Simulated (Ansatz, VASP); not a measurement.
# Two plane-wave programs on Al

File INCAR:

```
SYSTEM = Al
PREC = Accurate ; ENCUT = 500
EDIFF = 1E-6 ; ISMEAR = -1
SIGMA = 0.15 ; LREAL = .FALSE.
LASPH = .TRUE. ; NELM = 120
ALGO = Normal ; ISIF = 2
LWAVE = .FALSE. ; LCHARG = .FALSE.
GGA = PS ; NBANDS = 14
GGA_COMPAT = .FALSE.
```

KPOINTS

```
Automatic mesh
0
G
  9 9 2
  0 0 0
```

POSCAR

```
Al
1.0
    2.8270770200      0.0000000000      0.0000000000
   -1.4135385100      2.4483205200      0.0000000000
    0.0000000000      0.0000000000      9.1859930700
Al
4
Direct
    0.0000000000      0.0000000000      0.0000000000
    0.3333333300      0.6666666700      0.2500000000
    0.0000000000      0.0000000000      0.5000000000
    0.6666666700      0.3333333300      0.7500000000
```

Input for Ansatz:

```yaml
crystal:
  lattice:
    - [2.82707702, 0.0, 0.0]
    - [-1.41353851, 2.44832052, 0.0]
    - [0.0, 0.0, 9.18599307]
  atoms:
    - { symbol: Al, position: [0.0, 0.0, 0.0] }
    - { symbol: Al, position: [0.33333333, 0.66666667, 0.25] }
    - { symbol: Al, position: [0.0, 0.0, 0.5] }
    - { symbol: Al, position: [0.66666667, 0.33333333, 0.75] }
basis:
  ecutwfc: 462.593566181796
kpoints:
  mp_grid:
    grid: [9, 9, 2]
hamiltonian:
  xc: pbesol
scf:
  occupations:
    method: fermi_dirac
    width: 0.15
output:
  stress: true
```

Alike in both runs: task single point; functional PBEsol; k mesh 9 × 9 × 2; occupations fermi-dirac, width 0.15 eV; no spin polarisation.

|  | VASP | Ansatz |
| --- | --- | --- |
| version | VASP 6.6.1 | Ansatz 0.2.0 |
| potentials or method | VASP PAW PBE potentials, release 64 (Al), cutoff 500 eV | plane waves, PAW |
| valence electrons in the cell | 12 | 12 |

VASP gave:

* pressure (GPa): 2.1
* traceless stress, the component that is largest in VASP (GPa): 0.23

Task: Which values does Ansatz return?

Result: Pressure (GPa): 2.0; traceless stress, the component that is largest in VASP (GPa): 0.24.

VASP's potentials were made for PBE, not for PBEsol.
